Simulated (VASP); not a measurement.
Write the native input for VASP 6.6.1 that does the following.

```
Task                   : single point
Functional             : PBE
Potentials or basis    : VASP PAW PBE potentials, release 64 (Ti_sv, O)
Cutoff                 : 520 eV
k mesh                 : 3 × 3 × 2
Occupations            : fermi-dirac, width 0.36 eV
Spin                   : no spin polarisation
Dipole correction      : no
Further INCAR settings : ALGO = Normal; EDIFF = 1e-06; NBANDS = 60
```

The structure of TiO2 lies in POSCAR:

```
TiO2
1.0
    3.9629270000      0.0000000000      0.0000000000
    0.0000000000      3.9629270000      0.0000000000
    0.0000000000      0.0000000000     10.0735580000
Ti O
4 8
Direct
   -0.1292731357      0.1737099876      0.0070779361
    0.0042140569      0.7016783302      0.2467946281
    0.4930446612      0.6491666387      0.5038438256
    0.4577172378     -0.0232656317      0.7662635188
   -0.0098412108      0.5358665451      0.4620909514
   -0.0028261939      0.1936699818      0.1975865925
   -0.0635641282      0.6911558048      0.0598596841
   -0.0824642997      0.0147870501      0.7833974848
    0.4369749935      0.1808259400      0.9576060415
    0.4454031073      0.5603434027      0.7171448261
    0.4615780205      0.0729006616      0.5607353430
    0.4644042144      0.6601181400      0.2789977484
```

These files were run (other wordings do the same):

INCAR

```
SYSTEM = TiO2
PREC     = Accurate       ! precision mode
ENCUT    = 520            ! plane-wave cutoff, eV
EDIFF    = 1E-6           ! SCF threshold, eV
ISMEAR   = -1             ! smearing method
SIGMA    = 0.36           ! smearing width, eV
LREAL    = .False.        ! projectors in reciprocal space
LASPH    = .True.         ! aspherical terms in the spheres
NELM     = 80             ! most SCF steps
ALGO     = Normal         ! electronic algorithm
ISIF     = 2              ! what is computed and relaxed
LWAVE    = .False.        ! write WAVECAR
LCHARG   = .False.        ! write CHGCAR
GGA      = PE             ! functional
NBANDS   = 60             ! bands
```

KPOINTS

```
Automatic mesh
0
Gamma
  3 3 2
  0 0 0
```

Potentials or basis: VASP PAW PBE potentials, release 64 (Ti_sv, O).

The run is started by

```console
$ cat potpaw_PBE.64/Ti_sv/POTCAR potpaw_PBE.64/O/POTCAR > POTCAR
$ mpirun -np 1 vasp_std > vasp.out
```

It gave:

The pressure is -11.8 GPa, the largest force is 2.674 eV/Å and the band gap on the k mesh is 2.04 eV (least direct gap 2.41 eV).

Caveat: the k points lie up to 0.53 Å⁻¹ apart; the atoms stand as in a frame of molecular dynamics; so wide a smearing shifts energies and pressures; forces of over 1 eV/Å act on the atoms, so gaps and moduli don't describe the material at rest.

It took 3.8 min on 1 thread of Intel Xeon 8259CL (shared host), peak memory 0.28 GiB.
